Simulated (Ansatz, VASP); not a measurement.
One calculation of KMgH3N2, two programs

```
CELL_PARAMETERS angstrom
9.34970 0.00000 0.00000
0.00000 3.66310 0.00000
0.00000 0.00000 9.89010
ATOMIC_POSITIONS crystal
K 0.22634 0.75000 0.16242
K 0.27366 0.25000 0.66242
K 0.72634 0.75000 0.33758
K 0.77366 0.25000 0.83758
Mg 0.03529 0.25000 0.39512
Mg 0.46471 0.75000 0.89512
Mg 0.53529 0.25000 0.10488
Mg 0.96471 0.75000 0.60488
H 0.23475 0.75000 0.45300
H 0.26525 0.25000 0.95300
H 0.73475 0.75000 0.04700
H 0.76525 0.25000 0.54700
H 0.44247 0.03217 0.36090
H 0.05753 0.96783 0.86090
H 0.94247 0.46783 0.13910
H 0.55753 0.53217 0.63910
H 0.55753 0.96783 0.63910
H 0.94247 0.03217 0.13910
H 0.05753 0.53217 0.86090
H 0.44247 0.46783 0.36090
N 0.12478 0.75000 0.45476
N 0.37522 0.25000 0.95476
N 0.62478 0.75000 0.04524
N 0.87522 0.25000 0.54524
N 0.48466 0.25000 0.30950
N 0.01534 0.75000 0.80950
N 0.98466 0.25000 0.19050
N 0.51534 0.75000 0.69050
```

Alike in both runs: functional PBE; k mesh 3 × 8 × 3; occupations fermi-dirac, width 0.02 eV; no spin polarisation.

Ansatz relaxed the structure, and its values are those at the end. VASP's run is a single point on that final structure, the one shown.

|  | VASP | Ansatz |
| --- | --- | --- |
| version | VASP 6.6.1 | Ansatz 0.2.0 |
| potentials or method | VASP PAW PBE potentials, release 64 (K_sv, Mg, H, N) | plane-wave PAW, scalar-relativistic |
| plane-wave cutoff (eV) | 520 | 420 |
| valence electrons in the cell | 96 | 128 |

|  | VASP | Ansatz | Ansatz less VASP |
| --- | --- | --- | --- |
| gap on the k mesh at the Fermi level (eV) | 1.84 | 1.84 | +0.008 |
| pressure (GPa) | 0.9 | 1.0 | +0.12 |
| rms of the force components (eV/Å) | 0.006 | 0.006 | +0.0009 |

VASP's potentials hold 96 valence electrons a cell and Ansatz's 128, so a difference there can come from the potentials and not from the codes. Ansatz's warnings: stress scf threshold loose.
